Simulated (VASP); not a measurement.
Wanted: the native input for a VASP 6.6.1 run.

- Task: single point
- Functional: BLYP
- Potentials or basis: VASP PAW PBE potentials, release 64 (Te)
- Cutoff: 520 eV
- k mesh: 8 × 8 × 8
- Occupations: fermi-dirac, width 0.1 eV
- Spin: no spin polarisation
- Dipole correction: no
- Further INCAR settings: ALGO = Normal; EDIFF = 1e-07; NBANDS = 13

The structure of Te lies in POSCAR:

```
Te
1.0
    0.0000000000      3.6873690042      3.6873690042
    3.6873690042      0.0000000000      3.6873690042
    3.6873690042      3.6873690042      0.0000000000
Te
2
Direct
    0.1250000000      0.1250000000      0.1250000000
    0.8750000000      0.8750000000      0.8750000000
```

The input as run:

INCAR

```
PREC = Accurate
ENCUT = 520
EDIFF = 1E-7
ISMEAR = -1
SIGMA = 0.1
LREAL = F
LASPH = T
NELM = 60
ALGO = Normal
ISIF = 2
LWAVE = F
LCHARG = F
GGA = B5
ALDAX = 1.0
AGGAX = 1.0
AGGAC = 1.0
ALDAC = 0.0
NBANDS = 13
```

KPOINTS

```
Automatic mesh
0
Gamma
  8 8 8
```

Potentials or basis: VASP PAW PBE potentials, release 64 (Te).

Run with:

```sh
$ cat potpaw_PBE.64/Te/POTCAR > POTCAR
$ mpirun -np 1 vasp_std > vasp.out
```

It gave:

* Pressure: 0.1 GPa
* Band gap on the k mesh: zero (band 6 reaches 3.17 eV, above the bottom of band 7 at 2.35 eV)

Caveat: the PAW data sets were made with another functional, which shifts forces and pressure a little; spin-orbit coupling is left out, which moves the levels of the heavy elements.

Wall time 27 s on 1 thread of Intel(R) Xeon(R) 6975P-C (Granite Rapids), with other jobs on the host, peak memory 0.24 GiB.
